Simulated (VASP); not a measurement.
Here is a VASP 6.6.1 calculation.

File INCAR:

```
PREC     = Accurate       # precision mode
ENCUT    = 520            # plane-wave cutoff, eV
EDIFF    = 1E-6           # SCF threshold, eV
ISMEAR   = -1             # smearing method
SIGMA    = 0.05           # smearing width, eV
LREAL    = F              # projectors in reciprocal space
LASPH    = T              # aspherical terms in the spheres
NELM     = 80             # most SCF steps
ALGO     = Normal         # electronic algorithm
ISIF     = 2              # what is computed and relaxed
LWAVE    = F              # write WAVECAR
LCHARG   = F              # write CHGCAR
NBANDS   = 10             # bands
```

File KPOINTS:

```
regular mesh
0
Gamma
  7 7 7
```

File POSCAR:

```
Rb
1.0
   -2.7452900697      2.7452900697      2.7452900697
    2.7452900697     -2.7452900697      2.7452900697
    2.7452900697      2.7452900697     -2.7452900697
Rb
1
Direct
    0.0000000000      0.0000000000      0.0000000000
```

Potentials or basis: VASP PAW LDA potentials, release 64 (Rb_sv).

The run is started by

```console
$ cat potpaw_LDA.64/Rb_sv/POTCAR > POTCAR
$ mpirun -np 1 vasp_std > vasp.out
```

**Question.** Predict the pressure.

**Answer.** -0.2 GPa.
